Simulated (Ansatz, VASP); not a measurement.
## InSb in VASP and in Ansatz

```xyz
2
Lattice="3.0767 0.0000 0.0000 0.0000 3.0767 0.0000 0.0000 0.0000 6.2155" Properties=species:S:1:pos:R:3 pbc="T T T"
In    0.0000    0.0000    0.0000
Sb    0.0000    0.0000    3.1077
```

Alike in both runs: task single point; functional PBE; k mesh 16 × 16 × 8; occupations gaussian, width 0.15 eV; no spin polarisation.

|  | VASP | Ansatz |
| --- | --- | --- |
| version | VASP 6.6.1 | Ansatz 0.2.0 |
| potentials or method | VASP PAW PBE potentials, release 64 (In_d, Sb), cutoff 520 eV | scalar-relativistic, plane waves, PAW |
| valence electrons in the cell | 18 | 28 |

|  | VASP | Ansatz | Ansatz less VASP |
| --- | --- | --- | --- |
| gap on the k mesh at the Fermi level (eV) | none | none | - |
| pressure (GPa) | 0.5 | 0.5 | +0.02 |
| traceless stress, the component that is largest in VASP (GPa) | -0.14 | -0.14 | +0.004 |

A gap of «none» marks a metal or a gap that the smearing closes. VASP's potentials hold 18 valence electrons a cell and Ansatz's 28, so a difference there can come from the potentials and not from the codes.

Spin-orbit coupling is off throughout.
